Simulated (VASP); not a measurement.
A run of VASP 6.6.1 is set up as follows.

Contents of INCAR:

```
  PREC = Accurate
  ENCUT = 520
  EDIFF = 1E-6
  ISMEAR = 0
  SIGMA = 0.05
  LREAL = F
  LASPH = T
  NELM = 100
  ALGO = Normal
  ISIF = 2
  LWAVE = F
  LCHARG = F
  GGA = PE
  NBANDS = 11
```

KPOINTS

```
regular mesh
0
Gamma
  12 12 12
```

The input POSCAR:

```
BAs
1.0
    0.0000000000      2.4373523937      2.3398582980
    2.4373523937      0.0000000000      2.3398582980
    2.4373523937      2.4373523937      0.0000000000
B As
1 1
Direct
    0.0000000000      0.0000000000      0.0000000000
    0.7500000000      0.7500000000      0.7500000000
```

Potentials or basis: VASP PAW PBE potentials, release 64 (B, As).

Launch:

```console
$ cat potpaw_PBE.64/B/POTCAR potpaw_PBE.64/As/POTCAR > POTCAR
$ mpirun -np 1 vasp_std > vasp.out
```

**Question.** Predict the band gap on the k mesh.

**Answer.** 0.61 eV, indirect (least direct gap 2.84 eV).

**Question.** What does it give for the pressure?

**Answer.** 0.6 GPa.

Stress tensor (GPa, compression positive):
```
-1.97  0.00  0.00
 0.00 -1.97  0.00
 0.00  0.00  5.79
```

 A k mesh can miss the band edges.
